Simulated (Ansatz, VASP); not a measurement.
## Two plane-wave programs on EuS

```
Eu S
1.0
     0.00000    2.97850    2.97850
     2.97850    0.00000    2.97850
     2.97850    2.97850    0.00000
Eu S
1 1
Direct
  0.00000 0.00000 0.00000
  0.50000 0.50000 0.50000
```

Alike in both runs: task relaxation of cell and atoms; functional LDA; k mesh 8 × 8 × 8; occupations fermi-dirac, width 0.05 eV; collinear spin.

|  | VASP | Ansatz |
| --- | --- | --- |
| version | VASP 6.6.1 | Ansatz 0.2.0 |
| potentials or method | VASP PAW PBE potentials, release 64 (Eu, S) | Ansatz PAW |
| plane-wave cutoff (eV) | 600 | 420 |
| valence electrons in the cell | 23 | 23 |

Ansatz gave:

```
net moment per atom (μB)                                        : 3.44
size of the moment on the site where the two differ most (μB)   : 6.62
relaxed volume (Å³/atom)                                        : 22.61
relaxed length of the cell vector where the two differ most in proportion (Å) : 3.999
```

Task: Estimate VASP's values.

Result: net moment per atom (μB): 3.43; size of the moment on the site where the two differ most (μB): 6.52; relaxed volume (Å³/atom): 22.59; relaxed length of the cell vector where the two differ most in proportion (Å): 3.998.

VASP's potentials were made for PBE, not for LDA. LDA's correlation is that of Perdew and Zunger in VASP and of Perdew and Wang (1992) in Ansatz. Site moments also hang on the region over which each program counts them.

Neither program's run includes spin-orbit coupling. Noted on Ansatz's run: the plane-wave basis is chosen anew once the cell has moved, so the energies of steps on either side of that aren't comparable.
